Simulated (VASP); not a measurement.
# Pb (Fm-3m) in VASP: notebook

Runs on Pb. Level: revPBE. Tasks: single point.

Program: VASP 6.6.1. These are calculated values, not measurements. Logs are shortened: lines on timing, memory, paths and dates and some standing lists are left out, and cuts for length are marked.

## Step 1: The cell of the first run

It takes space group Fm-3m (No. 225, cubic). Conventional cell: a = 5.214 Å, b = 5.214 Å, c = 5.214 Å, α = 90.00°, β = 90.00°, γ = 90.00°. Within 4.8 Å of Pb (site symmetry m-3m) lie 12 Pb at 3.69 Å.

## Step 2: Single point, revPBE (volume scaled by 1.08)

Contents of INCAR:

```
SYSTEM = Pb
PREC = Accurate ; ENCUT = 520
EDIFF = 1E-6 ; ISMEAR = -1
SIGMA = 0.1 ; LREAL = .FALSE.
LASPH = .TRUE. ; NELM = 100
ALGO = Normal ; ISIF = 2
LWAVE = .FALSE. ; LCHARG = .FALSE.
GGA = RE ; NBANDS = 13
```

Contents of KPOINTS:

```
Automatic mesh
0
G
  18 18 18
  0 0 0
```

Contents of POSCAR:

```
Pb
1.0
    0.0000000000      2.6072138202      2.6072138202
    2.6072138202      0.0000000000      2.6072138202
    2.6072138202      2.6072138202      0.0000000000
Pb
1
Direct
    0.0000000000      0.0000000000      0.0000000000
```

Potentials or basis: VASP PAW PBE potentials, release 64 (Pb_d).

The run is started by

```sh
$ cat potpaw_PBE.64/Pb_d/POTCAR > POTCAR
$ mpirun -np 1 vasp_std > vasp.out
```

OUTCAR:

```text
SYSTEM = Pb
   PREC = Accurate
   ENCUT = 520
   EDIFF = 1E-6
   ISMEAR = -1
   LREAL = .FALSE.
   LASPH = .TRUE.
   NELM = 100
   ISIF = 2
   GGA = RE

 ion  position               nearest neighbor table
   1  0.000  0.000  0.000-

  LATTYP: Found a face centered cubic cell.
 ALAT       =     5.2144276404

  Lattice vectors:

 A1 = (   0.0000000000,   2.6072138202,   2.6072138202)
 A2 = (   2.6072138202,   0.0000000000,   2.6072138202)
 A3 = (   2.6072138202,   2.6072138202,   0.0000000000)

Analysis of symmetry for initial positions (statically):
=====================================================================
 Subroutine PRICEL returns:
 Original cell was already a primitive cell.

 Routine SETGRP: Setting up the symmetry group for a
 face centered cubic supercell.

 Subroutine GETGRP returns: Found 48 space group operations
 (whereof 48 operations were pure point group operations)
 out of a pool of 48 trial point group operations.

The static configuration has the point symmetry O_h .

Analysis of symmetry for dynamics (positions and initial velocities):
=====================================================================
 Subroutine PRICEL returns:
 Original cell was already a primitive cell.

 Routine SETGRP: Setting up the symmetry group for a
 face centered cubic supercell.

 Subroutine GETGRP returns: Found 48 space group operations
 (whereof 48 operations were pure point group operations)
 out of a pool of 48 trial point group operations.

The dynamic configuration has the point symmetry O_h .

 Subroutine INISYM returns: Found 48 space group operations
 (whereof 48 operations are pure point group operations),
 and found     1 'primitive' translations

----------------------------------------------------------------------------------------

                                     Primitive cell

  volume of cell :      35.4454

  direct lattice vectors                    reciprocal lattice vectors
     0.000000000  2.607213820  2.607213820    -0.191775602  0.191775602  0.191775602
     2.607213820  0.000000000  2.607213820     0.191775602 -0.191775602  0.191775602
     2.607213820  2.607213820  0.000000000     0.191775602  0.191775602 -0.191775602

  length of vectors
     3.687157145  3.687157145  3.687157145     0.332165086  0.332165086  0.332165086

  position of ions in fractional coordinates (direct lattice)
     0.000000000  0.000000000  0.000000000

  ion indices of the primitive-cell ions
   primitive index   ion index
                 1           1

----------------------------------------------------------------------------------------

 KPOINTS: Automatic mesh

Automatic generation of k-mesh.
 Grid dimensions read from file:
 generate k-points for:   18   18   18

 Generating k-lattice:

  Cartesian coordinates                     Fractional coordinates (reciprocal lattice)
    -0.010654200  0.010654200  0.010654200     0.055555556  0.000000000  0.000000000
     0.010654200 -0.010654200  0.010654200     0.000000000  0.055555556  0.000000000
     0.010654200  0.010654200 -0.010654200     0.000000000  0.000000000  0.055555556

  Length of vectors
     0.018453616  0.018453616  0.018453616

  Shift w.r.t. Gamma in fractional coordinates (k-lattice)
     0.000000000  0.000000000  0.000000000

 Subroutine IBZKPT returns following result:
 ===========================================

 Found    195 irreducible k-points:

 Following reciprocal coordinates:
            Coordinates               Weight
  0.000000  0.000000  0.000000      1.000000
  0.055556  0.000000  0.000000      8.000000
  0.111111  0.000000  0.000000      8.000000
  0.166667  0.000000  0.000000      8.000000
  0.222222  0.000000  0.000000      8.000000
  0.277778  0.000000  0.000000      8.000000
[... 16 lines left out ...]
 -0.277778  0.055556  0.000000     24.000000
 -0.222222  0.055556  0.000000     24.000000
 [... further k-points ...]
   k-points           NKPTS =    195   k-points in BZ     NKDIM =    195   number of bands    NBANDS=     13
   number of dos      NEDOS =    301   number of ions     NIONS =      1
   total plane-waves  NPLWV =  21952
   dimension x,y,z NGX =    28 NGY =   28 NGZ =   28
   dimension x,y,z NGXF=    56 NGYF=   56 NGZF=   56
   ions per type =               1
   NGX,Y,Z   is equivalent  to a cutoff of  12.62, 12.62, 12.62 a.u.
   NGXF,Y,Z  is equivalent  to a cutoff of  25.25, 25.25, 25.25 a.u.
 SYSTEM =  Pb
   PREC   = accura    normal or accurate (medium, high low for compatibility)
   ISTART =      0    job   : 0-new  1-cont  2-samecut
   ICHARG =      2    charge: 1-file 2-atom 10-const
   ISPIN  =      1    spin polarized calculation?
   LNONCOLLINEAR =      F non collinear calculations
   LSORBIT =      F    spin-orbit coupling
   LASPH  =      T    aspherical Exc in radial PAW
   ENCUT  =  520.0 eV  38.22 Ry    6.18 a.u.   6.86  6.86  6.86*2*pi/ulx,y,z
   NELM   =    100;   NELMIN=  2; NELMDL= -5     # of ELM steps
   EDIFF  = 0.1E-05   stopping-criterion for ELM
   LREAL  =      F    real-space projection
   EDIFFG = 0.1E-04   stopping-criterion for IOM
   NSW    =      0    number of steps for IOM
   IBRION =     -1    ionic relax: 0-MD 1-quasi-New 2-CG
   NFREE  =      0    steps in history (QN), initial steepest desc. (CG)
   ISIF   =      2    stress and relaxation
   ISYM   =      2    0-nonsym 1-usesym 2-fastsym
   POTIM  = 0.5000    time-step for ionic-motion
   TEBEG  =    0.0;   TEEND  =   0.0 temperature during run
   PSTRESS=    0.0 pullay stress
   NELECT =      14.0000    total number of electrons
   NUPDOWN=      -1.0000    fix difference up-down
   EMIN   =  10.00;   EMAX   =-10.00  energy-range for DOS
   EFERMI =   0.00;   METHOD = LEGACY
   ISMEAR =    -1;   SIGMA  =   0.10  broadening in eV -4-tet -1-fermi 0-gaus
   EFERMI_NEDOS =   21; number of points for ismear=-14 and -15
   IALGO  =     38    algorithm
   IMIX   =      4    mixing-type and parameters
     AMIX     =   0.40;   BMIX     =  1.00
     AMIX_MAG =   1.60;   BMIX_MAG =  1.00
  volume/ion in A,a.u.               =      35.45       239.20
  Fermi-wavevector in a.u.,A,eV,Ry     =   1.201151  2.269846 19.629985  1.442763
  Thomas-Fermi vector in A             =   2.336967
   LORBIT       =      0    0 simple, 1 ext, 2 COOP (PROOUT), +10 PAW based schemes
   GGA     = RE    functional components
   LHFCALC =     F    Hartree Fock is set to
   AEXX    =    0.0000 exact exchange contribution
   IVDW    =     0    specifies the selected vdW correction
   LEPSILON=     F    determine dielectric tensor
   LRPA    =     F    only Hartree local field effects (RPA)
 non-spin polarized calculation
  energy-cutoff  :      520.00
  volume of cell :       35.45
 maximum number of plane-waves:       982
   NGX = 13   NGY = 13   NGZ = 13

 number of electron      14.0000000 magnetization

 Free energy of the ion-electron system (eV)
  ---------------------------------------------------
  ext. energy  EPLUGINS =         0.00000000
  ---------------------------------------------------
  free energy    TOTEN  =        -3.23492653 eV

  energy without entropy =       -3.21465824  energy(sigma->0) =       -3.22479238

 E-fermi :   5.7839     XC(G=0):  -9.3814

 val. band max:        5.7693218233   @ k =   0.3333   0.1667   0.0000
 cond. band min:       5.8006328678   @ k =  -0.3333   0.5000   0.1667
 fundamental gap:      0.0313110445
 Fermi energy:         5.7839017604

 k-point     1 :       0.0000    0.0000    0.0000
  band No.  band energies     occupation
      1     -11.2956      2.00000
      2     -11.2956      2.00000
      3     -11.2956      2.00000
      4     -11.2116      2.00000
      5     -11.2116      2.00000
      6      -5.0358      2.00000
      7      12.0174      0.00000
      8      12.0174      0.00000
      9      12.0174      0.00000
     10      15.1465      0.00000
     11      15.3503      0.00000
     12      17.1589      0.00000
     13      17.1589      0.00000

 k-point     2 :       0.0556    0.0000    0.0000
  band No.  band energies     occupation
      1     -11.2955      2.00000
      2     -11.2928      2.00000
      3     -11.2928      2.00000
      4     -11.2118      2.00000
      5     -11.2118      2.00000
      6      -4.9858      2.00000
      7      11.3349      0.00000
      8      11.9553      0.00000
      9      11.9553      0.00000
     10      15.0703      0.00000
     11      15.6064      0.00000
     12      17.2718      0.00000
     13      17.2718      0.00000

 k-point     3 :       0.1111    0.0000    0.0000
  band No.  band energies     occupation
      1     -11.2950      2.00000
      2     -11.2854      2.00000
      3     -11.2854      2.00000
      4     -11.2114      2.00000
      5     -11.2114      2.00000
      6      -4.8361      2.00000
      7       9.9677      0.00000
      8      11.7869      0.00000
      9      11.7869      0.00000
     10      14.6560      0.00000
     11      16.4384      0.00000
     12      17.5649      0.00000
     13      17.5649      0.00000
[... 305 lines left out ...]
 k-point    23 :      -0.2778    0.0556    0.0000
  band No.  band energies     occupation
      1     -11.2952      2.00000
      2     -11.2750      2.00000
      3     -11.2730      2.00000
      4     -11.1835      2.00000
      5     -11.1636      2.00000
      6      -3.6246      2.00000
      7       5.2043      1.99394
      8      10.1468      0.00000
      9      11.2561      0.00000
     10      14.2963      0.00000
     11      15.5609      0.00000
     12      16.5750      0.00000
     13      17.8875      0.00000

 k-point    24 :      -0.2222    0.0556    0.0000
  band No.  band energies     occupation
      1     -11.2953      2.00000
      2     -11.2714      2.00000
      3     -11.2703      2.00000
      4     -11.2025      2.00000
      5     -11.1810      2.00000
      6      -4.0716      2.00000
      7       6.5340      0.00110
      8      10.3600      0.00000
      9      11.5532      0.00000
     10      14.4048      0.00000
     11      16.1539      0.00000
     12      16.9158      0.00000
     13      18.1008      0.00000

 [... further k-points ...]
[... 5 lines left out ...]
  --------------------------------------------------------------------------------------
  -------------------------------------------------------------------------------------
  Total       -0.4950807     -0.4950807     -0.4950807      0.0000000     -0.0000000      0.0000000
  in kB      -22.3782761    -22.3782761    -22.3782761      0.0000000     -0.0000000      0.0000000
  external PRESSURE =     -22.3782761 kB  Pullay stress =       0.0000000 kB

 VOLUME and BASIS-vectors are now :
 -----------------------------------------------------------------------------
  energy-cutoff  :      520.00
  volume of cell :       35.45
      direct lattice vectors                 reciprocal lattice vectors
     0.000000000  2.607213820  2.607213820    -0.191775602  0.191775602  0.191775602
     2.607213820  0.000000000  2.607213820     0.191775602 -0.191775602  0.191775602
     2.607213820  2.607213820  0.000000000     0.191775602  0.191775602 -0.191775602

 POSITION                                       TOTAL-FORCE (eV/Angst)
 -----------------------------------------------------------------------------------
      0.00000      0.00000      0.00000         0.000000      0.000000      0.000000
 -----------------------------------------------------------------------------------
    total drift:                               -0.000000     -0.000000     -0.000000

  FREE ENERGIE OF THE ION-ELECTRON SYSTEM (eV)
  ---------------------------------------------------
  free  energy   TOTEN  =        -3.2349265253 eV

  energy  without entropy=       -3.2146582409  energy(sigma->0) =       -3.22479238
```

Wall time 32 s (1 thread of Intel Xeon 6975P-C (Granite Rapids), shared host); peak memory 0.21 GiB.

Results:

* Free energy: -3.2349 eV
* Pressure: -2.2 GPa
* Band gap on the k mesh: zero (band 7 reaches 12.02 eV, above the bottom of band 8 at 4.53 eV)

Levels at points of the mesh, in eV from the Fermi level:
```
           k point  band 4  band 5  band 6  band 7  band 8  band 9  band 10  band 11
(0.00, 0.00, 0.00)  -17.00  -17.00  -10.82    6.23    6.23    6.23     9.36     9.57
(0.50, 0.00, 0.00)  -16.91  -16.91   -8.03   -3.51    4.74    4.74     8.14     9.04
(0.50, 0.50, 0.00)  -16.89  -16.89   -6.96   -2.72    1.86    1.86     4.92     6.16
```

Caveat: the PAW data sets were made with another functional, which shifts forces and pressure a little; spin-orbit coupling is left out, which moves the levels of the heavy elements.

## Step 3: Single point, revPBE (volume scaled by 1.12)

Contents of INCAR:

```
SYSTEM = Pb
  ALGO = Normal
  EDIFF = 1E-6
  ENCUT = 520
  GGA = RE
  ISIF = 2
  ISMEAR = -1
  LASPH = .True.
  LCHARG = .False.
  LREAL = .False.
  LWAVE = .False.
  NBANDS = 13
  NELM = 100
  PREC = Accurate
  SIGMA = 0.1
```

Contents of KPOINTS:

```
k-points
0
Gamma
  18 18 18
  0 0 0
```

Contents of POSCAR:

```
Pb
1.0
    0.0000000000      2.6390122446      2.6390122446
    2.6390122446      0.0000000000      2.6390122446
    2.6390122446      2.6390122446      0.0000000000
Pb
1
Direct
    0.0000000000      0.0000000000      0.0000000000
```

Potentials or basis: VASP PAW PBE potentials, release 64 (Pb_d).

The run is started by

```sh
$ cat potpaw_PBE.64/Pb_d/POTCAR > POTCAR
$ mpirun -np 1 vasp_std > vasp.out
```

OUTCAR:

```text
SYSTEM = Pb
   EDIFF = 1E-6
   ENCUT = 520
   GGA = RE
   ISIF = 2
   ISMEAR = -1
   LASPH = .True.
   LREAL = .False.
   NELM = 100
   PREC = Accurate

 ion  position               nearest neighbor table
   1  0.000  0.000  0.000-

  LATTYP: Found a face centered cubic cell.
 ALAT       =     5.2780244892

  Lattice vectors:

 A1 = (   0.0000000000,   2.6390122446,   2.6390122446)
 A2 = (   2.6390122446,   0.0000000000,   2.6390122446)
 A3 = (   2.6390122446,   2.6390122446,   0.0000000000)

Analysis of symmetry for initial positions (statically):
[... 554 lines left out ...]
      8       9.8504      0.00000
      9      10.9716      0.00000
     10      13.8767      0.00000
     11      15.6621      0.00000
     12      16.3827      0.00000
     13      17.4619      0.00000

 [... further k-points ...]
[... 5 lines left out ...]
  --------------------------------------------------------------------------------------
  -------------------------------------------------------------------------------------
  Total       -0.7043517     -0.7043517     -0.7043517      0.0000000     -0.0000000     -0.0000000
  in kB      -30.7005331    -30.7005331    -30.7005331      0.0000000     -0.0000000     -0.0000000
  external PRESSURE =     -30.7005331 kB  Pullay stress =       0.0000000 kB

 VOLUME and BASIS-vectors are now :
 -----------------------------------------------------------------------------
  energy-cutoff  :      520.00
  volume of cell :       36.76
      direct lattice vectors                 reciprocal lattice vectors
     0.000000000  2.639012245  2.639012245    -0.189464828  0.189464828  0.189464828
     2.639012245  0.000000000  2.639012245     0.189464828 -0.189464828  0.189464828
     2.639012245  2.639012245  0.000000000     0.189464828  0.189464828 -0.189464828

 POSITION                                       TOTAL-FORCE (eV/Angst)
 -----------------------------------------------------------------------------------
      0.00000      0.00000      0.00000         0.000000      0.000000      0.000000
 -----------------------------------------------------------------------------------
    total drift:                               -0.000000     -0.000000     -0.000000

  FREE ENERGIE OF THE ION-ELECTRON SYSTEM (eV)
  ---------------------------------------------------
  free  energy   TOTEN  =        -3.2136398160 eV

  energy  without entropy=       -3.1932314692  energy(sigma->0) =       -3.20343564
```

OSZICAR:

```text
N       E                     dE             d eps       ncg     rms          rms(c)
DAV:   1     0.108979557348E+03    0.10898E+03   -0.70662E+03  5085   0.118E+03
DAV:   2     0.236246162101E+01   -0.10662E+03   -0.10347E+03  5250   0.304E+02
DAV:   3    -0.307613488033E+01   -0.54386E+01   -0.54152E+01  6393   0.745E+01
DAV:   4    -0.320963519968E+01   -0.13350E+00   -0.13346E+00  6118   0.131E+01
DAV:   5    -0.321603101601E+01   -0.63958E-02   -0.63956E-02  7171   0.260E+00    0.390E-01
DAV:   6    -0.321306149743E+01    0.29695E-02   -0.94123E-03  6815   0.145E+00    0.233E-01
DAV:   7    -0.321338674244E+01   -0.32525E-03   -0.50994E-03  6610   0.101E+00    0.935E-02
DAV:   8    -0.321363791526E+01   -0.25117E-03   -0.63110E-04  6175   0.377E-01    0.140E-02
DAV:   9    -0.321363838716E+01   -0.47190E-06   -0.14510E-05  6561   0.613E-02    0.594E-03
DAV:  10    -0.321363980504E+01   -0.14179E-05   -0.36050E-06  5975   0.201E-02    0.464E-04
DAV:  11    -0.321363981596E+01   -0.10920E-07   -0.68534E-08  3765   0.348E-03
   1 F= -.32136398E+01 E0= -.32034356E+01  d E =-.204083E-01
```

Wall time 36 s (1 thread of Intel Xeon 6975P-C (Granite Rapids), shared host); peak memory 0.21 GiB.

What came out:

```
Free energy            : -3.2136 eV
Pressure               : -3.1 GPa
Band gap on the k mesh : zero (band 7 reaches 11.42 eV, above the bottom of band 8 at 4.25 eV)
```

Levels at points of the mesh, in eV from the Fermi level:
| k point | band 5 | band 6 | band 7 | band 8 | band 9 | band 10 |
| --- | --- | --- | --- | --- | --- | --- |
| (0.00, 0.00, 0.00) | -17.00 | -10.62 | 5.98 | 5.98 | 5.98 | 8.94 |
| (0.50, 0.00, 0.00) | -16.92 | -8.00 | -3.36 | 4.57 | 4.57 | 7.88 |
| (0.50, 0.50, 0.00) | -16.90 | -7.01 | -2.60 | 1.81 | 1.81 | 4.84 |

Caveat: the PAW data sets were made with another functional, which shifts forces and pressure a little; spin-orbit coupling is left out, which moves the levels of the heavy elements.

[end of part 1 of 2]
